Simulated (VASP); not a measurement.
Write the native input for VASP 6.6.1 that does the following.

```
Task                   : relaxation of cell and atoms
Functional             : PBE
Potentials or basis    : VASP PAW PBE potentials, release 64 (Li_sv)
Cutoff                 : 600 eV
k mesh                 : 26 × 26 × 26
Occupations            : gaussian, width 0.1 eV
Spin                   : no spin polarisation
Dipole correction      : no
Further INCAR settings : ALGO = Normal; EDIFF = 1e-06; IBRION = 2; EDIFFG = -0.01; NSW = 100; ISIF = 3
```

The structure of Li lies in POSCAR:

```
Li
1.0
   -1.5234961111      1.5600074166      2.1249037717
    1.5234961111     -1.5600074166      2.1249037717
    1.5234961111      1.5600074166     -2.1249037717
Li
1
Direct
    0.0000000000      0.0000000000      0.0000000000
```

The input as run:

INCAR

```
ALGO = Normal
EDIFF = 1E-6
EDIFFG = -0.01
ENCUT = 600
GGA = PE
IBRION = 2
ISIF = 3
ISMEAR = 0
LASPH = True
LCHARG = False
LREAL = False
LWAVE = False
NELM = 100
NSW = 100
PREC = Accurate
SIGMA = 0.1
```

KPOINTS

```
k-points
0
Gamma
  26 26 26
```

Potentials or basis: VASP PAW PBE potentials, release 64 (Li_sv).

Launch:

```console
$ cat potpaw_PBE.64/Li_sv/POTCAR > POTCAR
$ mpirun -np 1 vasp_std > vasp.out
```

Results of the run:

* Relaxed volume: 19.98 Å³/atom
* Relaxed cell: a = 3.035 Å, b = 3.035 Å, c = 3.035 Å, α = 119.40°, β = 119.11°, γ = 91.29°
* Space group after relaxing (to 0.05 Å): I4/mmm (No. 139)
* Energy gained by relaxing: 0.3 meV/atom
* Ionic steps: 6
* Pressure after relaxing: 0.0 GPa

Caveat: the cutoff is under 1.25 times the usual one of these potentials, so pressure, stress and relaxed cells hold a basis-set (Pulay) error.

Run time: 10 min on 1 thread of AMD EPYC 7R43 64-Core Processor (Zen 3), on a shared host, peak memory 0.33 GiB.
